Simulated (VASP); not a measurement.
# SnO2 in VASP: notebook, part 2 of 2

VASP 6.6.1.

### Step 4. Single point, r2SCAN (strain -0.030 along x and y, +0.015 along z)

File POSCAR:

```
SnO2
1.0
    4.6170235687      0.0000000000      0.0000000000
    0.0000000000      4.6172558849      0.0000000000
    0.0000000000      0.0000000000      3.2487214196
Sn O
2 4
Direct
    0.5000000000      0.5000000000      0.5000000000
    0.0000000000      0.0000000000      0.0000000000
    0.3058623571      0.3059582263      0.0000000000
    0.8058623571      0.1940417737      0.5000000000
    0.1941376429      0.8059582263      0.5000000000
    0.6941376429      0.6940417737      0.0000000000
```

File INCAR.step1:

```
ALGO     = Normal         # electronic algorithm
EDIFF    = 1E-4           # SCF threshold, eV
ENCUT    = 520            # plane-wave cutoff, eV
GGA      = PE             # functional
ISMEAR   = 0              # smearing method
LASPH    = T              # aspherical terms in the spheres
LCHARG   = F              # write CHGCAR
LREAL    = F              # projectors in reciprocal space
LWAVE    = T              # write WAVECAR
NBANDS   = 35             # bands
NELM     = 60             # most SCF steps
PREC     = Accurate       # precision mode
SIGMA    = 0.05           # smearing width, eV
```

File INCAR.step2:

```
ALGO     = Normal         # electronic algorithm
EDIFF    = 1E-6           # SCF threshold, eV
ENCUT    = 520            # plane-wave cutoff, eV
ISIF     = 2              # what is computed and relaxed
ISMEAR   = 0              # smearing method
ISTART   = 1            
LASPH    = T              # aspherical terms in the spheres
LCHARG   = F              # write CHGCAR
LMIXTAU  = T            
LREAL    = F              # projectors in reciprocal space
LWAVE    = F              # write WAVECAR
METAGGA  = R2SCAN         # meta-GGA
NBANDS   = 35             # bands
NELM     = 60             # most SCF steps
PREC     = Accurate       # precision mode
SIGMA    = 0.05           # smearing width, eV
```

File KPOINTS:

```
k-points
0
Gamma
  6 6 8
```

Potentials or basis: VASP PAW PBE potentials, release 64 (Sn_d, O).

Launch:

```bash
cat potpaw_PBE.64/Sn_d/POTCAR potpaw_PBE.64/O/POTCAR > POTCAR
cp INCAR.step1 INCAR
mpirun -np 1 vasp_std > vasp.out
cp INCAR.step2 INCAR
mpirun -np 1 vasp_std > vasp.out
```

OUTCAR:

```text
EDIFF = 1E-6
   ENCUT = 520
   ISIF = 2
   ISMEAR = 0
   ISTART = 1
   LASPH = T
   LREAL = F
   METAGGA = R2SCAN
   NELM = 60
   PREC = Accurate

 ion  position               nearest neighbor table
   1  0.500  0.500  0.500-   4 2.00   5 2.00   3 2.06   6 2.06   3 2.06   6 2.06   2 3.65   2 3.65
                             2 3.65   2 3.65   2 3.65   2 3.65   2 3.65   2 3.65
   2  0.000  0.000  0.000-   3 2.00   6 2.00   5 2.06   4 2.06   4 2.06   5 2.06   1 3.65   1 3.65
                             1 3.65   1 3.65   1 3.65   1 3.65   1 3.65   1 3.65
   3  0.306  0.306  0.000-   2 2.00   1 2.06   1 2.06
   4  0.806  0.194  0.500-   1 2.00   2 2.06   2 2.06
[... 1126 lines left out ...]
  Total        5.8308296      5.8309180      2.1674959     -0.0000000      0.0000000      0.0000000
  in kB      134.8908286    134.8928740     50.1430049     -0.0000000      0.0000000      0.0000000
  external PRESSURE =     106.6422358 kB  Pullay stress =       0.0000000 kB

 VOLUME and BASIS-vectors are now :
 -----------------------------------------------------------------------------
  energy-cutoff  :      520.00
  volume of cell :       69.26
      direct lattice vectors                 reciprocal lattice vectors
     4.617023569  0.000000000  0.000000000     0.216589754  0.000000000  0.000000000
     0.000000000  4.617255885  0.000000000     0.000000000  0.216578857  0.000000000
     0.000000000  0.000000000  3.248721420     0.000000000  0.000000000  0.307813404

 POSITION                                       TOTAL-FORCE (eV/Angst)
 -----------------------------------------------------------------------------------
      2.30851      2.30863      1.62436         0.000000      0.000000      0.000000
      0.00000      0.00000      0.00000         0.000000      0.000000      0.000000
      1.41217      1.41269      0.00000         0.065922      0.065838      0.000000
      3.72069      0.89594      1.62436         0.065922     -0.065838      0.000000
      0.89634      3.72132      1.62436        -0.065922      0.065838      0.000000
      3.20485      3.20457      0.00000        -0.065922     -0.065838      0.000000
 -----------------------------------------------------------------------------------
    total drift:                                0.000000      0.000000      0.000000

  FREE ENERGIE OF THE ION-ELECTRON SYSTEM (eV)
  ---------------------------------------------------
  free  energy   TOTEN  =       -84.4578827480 eV

  energy  without entropy=      -84.4578827480  energy(sigma->0) =      -84.45788275
```

Wall time 5.3 min (1 thread of Intel Xeon Platinum 8488C (Sapphire Rapids), shared host); peak memory 0.28 GiB.

What came out:

```yaml
Free_energy: -84.4579 eV
Pressure: 10.7 GPa
Largest_force: 0.093 eV/Å
Band_gap_on_the_k_mesh: 2.24 eV, direct
```

Forces on the atoms (eV/Å):
```
Sn   0.000  0.000  0.000
Sn   0.000  0.000  0.000
O    0.066  0.066  0.000
O    0.066 -0.066  0.000
O   -0.066  0.066  0.000
O   -0.066 -0.066  0.000
```

Stress tensor (GPa, compression positive):
```
13.49  0.00  0.00
 0.00 13.49  0.00
 0.00  0.00  5.01
```

Caveat: the cell differs from its parent crystal (strain -0.030 along x and y, +0.015 along z); the PAW data sets were made with another functional, which shifts forces and pressure a little; spin-orbit coupling is left out, which moves the levels of the heavy elements.

### Step 5. Single point, r2SCAN (strain -0.030 along x and y, +0.030 along z)

Changes to POSCAR since step 4:

```diff
@@ -4,3 +4,3 @@
     0.0000000000      4.6172558849      0.0000000000
-    0.0000000000      0.0000000000      3.2487214196
+    0.0000000000      0.0000000000      3.2967320809
 Sn O
```

File INCAR.step1:

```
PREC = Accurate ; ENCUT = 520
ISMEAR = 0 ; SIGMA = 0.05
LREAL = False ; LASPH = True
NELM = 60 ; NBANDS = 35
GGA = PE ; ALGO = Normal
EDIFF = 1E-4 ; LWAVE = True
LCHARG = False
```

File INCAR.step2:

```
PREC = Accurate ; ENCUT = 520
EDIFF = 1E-6 ; ISMEAR = 0
SIGMA = 0.05 ; LREAL = False
LASPH = True ; NELM = 60
ALGO = Normal ; ISIF = 2
LWAVE = False ; LCHARG = False
METAGGA = R2SCAN ; LMIXTAU = True
NBANDS = 35 ; ISTART = 1
```

File KPOINTS:

```
Automatic mesh
0
Gamma
  6 6 8
```

Launch:

```bash
cat potpaw_PBE.64/Sn_d/POTCAR potpaw_PBE.64/O/POTCAR > POTCAR
cp INCAR.step1 INCAR
mpirun -np 1 vasp_std > vasp.out
cp INCAR.step2 INCAR
mpirun -np 1 vasp_std > vasp.out
```

Run time: 6 min. Hardware: 1 thread of Intel Xeon Platinum 8488C (Sapphire Rapids), shared host; peak memory 0.29 GiB.

Results (log left out):

```
Free energy            : -84.4697 eV
Pressure               : 6.5 GPa
Largest force          : 0.195 eV/Å
Band gap on the k mesh : 2.02 eV, direct
```

Forces on the atoms (eV/Å):
```
Sn   0.000  0.000  0.000
Sn   0.000  0.000  0.000
O    0.138  0.138  0.000
O    0.138 -0.138  0.000
O   -0.138  0.138  0.000
O   -0.138 -0.138  0.000
```

Stress tensor (GPa, compression positive):
```
10.67  0.00  0.00
 0.00 10.67  0.00
 0.00  0.00 -1.80
```

Levels at points of the mesh, in eV from the valence-band top:
| k point | band 23 | band 24 | band 25 | band 26 | band 27 | band 28 | band 29 | band 30 |
| --- | --- | --- | --- | --- | --- | --- | --- | --- |
| (0.00, 0.00, 0.00) | -1.31 | -0.71 | -0.71 | 0.00 | 2.02 | 6.55 | 6.81 | 6.81 |
| (0.50, 0.00, 0.00) | -1.25 | -1.25 | -0.58 | -0.58 | 5.30 | 5.30 | 7.59 | 7.59 |
| (0.00, 0.50, 0.00) | -1.25 | -1.25 | -0.58 | -0.58 | 5.30 | 5.30 | 7.59 | 7.59 |
| (0.50, 0.50, 0.00) | -1.42 | -1.42 | -0.80 | -0.80 | 5.62 | 5.62 | 8.21 | 8.21 |
| (0.00, 0.00, 0.50) | -1.75 | -1.75 | -1.27 | -1.27 | 7.16 | 7.16 | 10.91 | 10.91 |
| (0.50, 0.00, 0.50) | -1.08 | -1.08 | -0.49 | -0.49 | 7.55 | 7.55 | 9.41 | 9.41 |
| (0.00, 0.50, 0.50) | -1.08 | -1.08 | -0.49 | -0.49 | 7.55 | 7.55 | 9.41 | 9.41 |
| (0.50, 0.50, 0.50) | -0.90 | -0.90 | -0.76 | -0.76 | 5.92 | 5.92 | 9.86 | 9.86 |

Caveat: the cell differs from its parent crystal (strain -0.030 along x and y, +0.030 along z); the PAW data sets were made with another functional, which shifts forces and pressure a little; spin-orbit coupling is left out, which moves the levels of the heavy elements.

### Step 6. Single point, r2SCAN (strain +0.030 along x and y, +0.030 along z)

Changes to POSCAR since step 5:

```diff
@@ -2,4 +2,4 @@
 1.0
-    4.6170235687      0.0000000000      0.0000000000
-    0.0000000000      4.6172558849      0.0000000000
+    4.9026126555      0.0000000000      0.0000000000
+    0.0000000000      4.9028593417      0.0000000000
     0.0000000000      0.0000000000      3.2967320809
```

File INCAR.step1:

```
PREC     = Accurate       # precision mode
ENCUT    = 520            # plane-wave cutoff, eV
ISMEAR   = 0              # smearing method
SIGMA    = 0.05           # smearing width, eV
LREAL    = False          # projectors in reciprocal space
LASPH    = True           # aspherical terms in the spheres
NELM     = 100            # most SCF steps
NBANDS   = 35             # bands
GGA      = PE             # functional
ALGO     = Normal         # electronic algorithm
EDIFF    = 1E-4           # SCF threshold, eV
LWAVE    = True           # write WAVECAR
LCHARG   = False          # write CHGCAR
```

File INCAR.step2:

```
PREC     = Accurate       # precision mode
ENCUT    = 520            # plane-wave cutoff, eV
EDIFF    = 1E-7           # SCF threshold, eV
ISMEAR   = 0              # smearing method
SIGMA    = 0.05           # smearing width, eV
LREAL    = False          # projectors in reciprocal space
LASPH    = True           # aspherical terms in the spheres
NELM     = 100            # most SCF steps
ALGO     = Normal         # electronic algorithm
ISIF     = 2              # what is computed and relaxed
LWAVE    = False          # write WAVECAR
LCHARG   = False          # write CHGCAR
METAGGA  = R2SCAN         # meta-GGA
LMIXTAU  = True         
NBANDS   = 35             # bands
ISTART   = 1
```

KPOINTS is that of step 5.

Potentials or basis: VASP PAW PBE potentials, release 64 (Sn_d, O).

Launch:

```bash
cat potpaw_PBE.64/Sn_d/POTCAR potpaw_PBE.64/O/POTCAR > POTCAR
cp INCAR.step1 INCAR
mpirun -np 1 vasp_std > vasp.out
cp INCAR.step2 INCAR
mpirun -np 1 vasp_std > vasp.out
```

Wall time 13 min (1 thread of AMD EPYC 7R13 (Zen 3), shared host); peak memory 0.28 GiB.

The run converged. Its results:

- Free energy: -84.3250 eV
- Pressure: -14.8 GPa
- Largest force: 0.255 eV/Å
- Band gap on the k mesh: 0.78 eV, direct

Forces in eV/Å, atoms in the order of the input:
```
Sn   0.000  0.000  0.000
Sn   0.000  0.000  0.000
O    0.181  0.180  0.000
O    0.181 -0.180  0.000
O   -0.181  0.180  0.000
O   -0.181 -0.180  0.000
```

Stress tensor (GPa, compression positive):
```
-13.45   0.00   0.00
  0.00 -13.45   0.00
  0.00   0.00 -17.39
```

Levels at points of the mesh, in eV from the valence-band top:
```
           k point  band 24  band 25  band 26  band 27  band 28  band 29
(0.00, 0.00, 0.00)    -0.70    -0.70     0.00     0.78     5.95     6.52
(0.50, 0.00, 0.00)    -1.18    -0.57    -0.57     4.04     4.04     7.26
(0.00, 0.50, 0.00)    -1.18    -0.57    -0.57     4.04     4.04     7.26
(0.50, 0.50, 0.00)    -1.31    -0.83    -0.83     4.45     4.45     7.54
(0.00, 0.00, 0.50)    -1.45    -1.14    -1.14     5.79     5.79     9.83
(0.50, 0.00, 0.50)    -0.96    -0.74    -0.74     6.04     6.04     8.07
(0.00, 0.50, 0.50)    -0.96    -0.74    -0.74     6.04     6.04     8.07
(0.50, 0.50, 0.50)    -0.87    -0.75    -0.75     4.59     4.59     9.15
```

Caveat: the cell differs from its parent crystal (strain +0.030 along x and y, +0.030 along z); the PAW data sets were made with another functional, which shifts forces and pressure a little; spin-orbit coupling is left out, which moves the levels of the heavy elements.

### Step 7. Overview

| cell | gap on the mesh (eV) | pressure (GPa) | largest force (eV/Å) |
| --- | --- | --- | --- |
| a = 4.831, b = 4.831, c = 3.297 Å, 6 atoms | 1.05 | -10.7 | 0.18 |
| a = 4.688, b = 4.689, c = 3.105 Å, 6 atoms | 2.60 | 17.4 | 0.38 |
| a = 4.617, b = 4.617, c = 3.249 Å, 6 atoms | 2.24 | 10.7 | 0.09 |
| a = 4.617, b = 4.617, c = 3.297 Å, 6 atoms | 2.02 | 6.5 | 0.20 |
| a = 4.903, b = 4.903, c = 3.297 Å, 6 atoms | 0.78 | -14.8 | 0.26 |

Alike in all rows: task single point; level r2SCAN; potentials or basis VASP PAW PBE potentials, release 64 (Sn_d, O); no spin polarisation; k mesh 6 × 6 × 8; cutoff (eV) 520; smearing gaussian 0.05 eV.

Caveats: the PAW data sets were made with another functional, which shifts forces and pressure a little; spin-orbit coupling is left out, which moves the levels of the heavy elements.

Total energies depend on the potentials used, so only differences within one code and one set of settings carry meaning.
